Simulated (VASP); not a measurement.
Set up this calculation in VASP 6.6.1, as the native input.

```
Task                   : single point
Functional             : PBE
Potentials or basis    : VASP PAW PBE potentials, release 64 (Sc_sv)
Cutoff                 : 520 eV
k mesh                 : 15 × 15 × 10
Occupations            : gaussian, width 0.15 eV
Spin                   : no spin polarisation
Dipole correction      : no
Further INCAR settings : ALGO = Fast; EDIFF = 1e-06; NBANDS = 18
```

The structure of Sc lies in POSCAR:

```
Sc
1.0
    3.1535000000      0.0000000000      0.0000000000
   -1.5767500000      2.7310111108      0.0000000000
    0.0000000000      0.0000000000      5.4380000000
Sc
2
Direct
    0.3333333333      0.6666666667      0.2500000000
    0.6666666667      0.3333333333      0.7500000000
```

These files were run (other wordings do the same):

INCAR

```
SYSTEM = Sc
ALGO     = Fast           ! electronic algorithm
EDIFF    = 1E-6           ! SCF threshold, eV
ENCUT    = 520            ! plane-wave cutoff, eV
GGA      = PE             ! functional
ISIF     = 2              ! what is computed and relaxed
ISMEAR   = 0              ! smearing method
LASPH    = .TRUE.         ! aspherical terms in the spheres
LCHARG   = .FALSE.        ! write CHGCAR
LREAL    = .FALSE.        ! projectors in reciprocal space
LWAVE    = .FALSE.        ! write WAVECAR
NBANDS   = 18             ! bands
NELM     = 80             ! most SCF steps
PREC     = Accurate       ! precision mode
SIGMA    = 0.15           ! smearing width, eV
```

KPOINTS

```
k-points
0
G
  15 15 10
  0 0 0
```

Potentials or basis: VASP PAW PBE potentials, release 64 (Sc_sv).

The run is started by

```bash
$ cat potpaw_PBE.64/Sc_sv/POTCAR > POTCAR
$ mpirun -np 1 vasp_std > vasp.out
```

Results of the run:

The pressure is 3.5 GPa and the band gap on the k mesh is zero (band 11 reaches 4.61 eV, above the bottom of band 12 at 3.55 eV).

Wall time 2.6 min on 1 thread of Intel Xeon 8259CL (shared host), peak memory 0.24 GiB.
